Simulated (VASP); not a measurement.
Runs of VASP 6.6.1 on Ag. The structure is that of space group P6_3/mmc (No. 194), or close to it. The cells are those of the table. 

| cell | k mesh | gap on the mesh (eV) | pressure (GPa) |
| --- | --- | --- | --- |
| a = 3.027, b = 3.027, c = 4.896 Å, angles 90.0, 90.0, 120.0°, 2 atoms | 14 × 14 × 8 | none | -8.4 |
| a = 2.835, b = 2.835, c = 4.585 Å, angles 90.0, 90.0, 120.0°, 2 atoms | 14 × 14 × 8 | none | 11.1 |
| a = 2.991, b = 2.991, c = 4.837 Å, angles 90.0, 90.0, 120.0°, 2 atoms | 14 × 14 × 8 | none | -6.3 |
| a = 2.915, b = 2.915, c = 4.715 Å, angles 90.0, 90.0, 120.0°, 2 atoms | 20 × 20 × 11 | none | (a) |
| a = 2.915, b = 2.915, c = 4.715 Å, angles 90.0, 90.0, 120.0°, 2 atoms | 14 × 14 × 8 | none | (b) |

Alike in all rows: task single point; level r2SCAN; potentials or basis VASP PAW PBE potentials, release 64 (Ag); no spin polarisation; cutoff (eV) 520; smearing fermi-dirac 0.1 eV.

Task: Estimate the missing entries.

Result: (a) 0.0; (b) 0.1.

Caveats: the PAW data sets were made with another functional, which shifts forces and pressure a little.

A k mesh can miss the band edges, and the runs leave out spin-orbit coupling on Ag.

A gap of «none» marks levels without a gap at the run's occupations.
